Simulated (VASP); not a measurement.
Here is a VASP 6.6.1 calculation.

INCAR

```
PREC = Accurate
ENCUT = 520
EDIFF = 1E-6
ISMEAR = 0
SIGMA = 0.1
LREAL = F
LASPH = T
NELM = 60
ALGO = Normal
ISIF = 2
LWAVE = F
LCHARG = F
NBANDS = 16
```

Contents of KPOINTS:

```
regular mesh
0
Gamma
  6 6 6
```

POSCAR

```
TiB2
1.0
    3.0259273100      0.0000000000      0.0000000000
   -1.5129636600      2.6205299200      0.0000000000
    0.0000000000      0.0000000000      3.2287677100
Ti B
1 2
Direct
    0.0000000000      0.0000000000      0.0000000000
    0.3333333300      0.6666666700      0.5000000000
    0.6666666700      0.3333333300      0.5000000000
```

Potentials or basis: VASP PAW LDA potentials, release 64 (Ti_sv, B).

Command:

```bash
$ cat potpaw_LDA.64/Ti_sv/POTCAR potpaw_LDA.64/B/POTCAR > POTCAR
$ mpirun -np 1 vasp_std > vasp.out
```

(1) Predict the pressure.

(2) Predict the band gap on the k mesh.

## Answers

(1) -9.9 GPa.

(2) zero (band 9 reaches 10.12 eV, above the bottom of band 10 at 9.72 eV).

Caveat: the k points lie up to 0.40 Å⁻¹ apart.
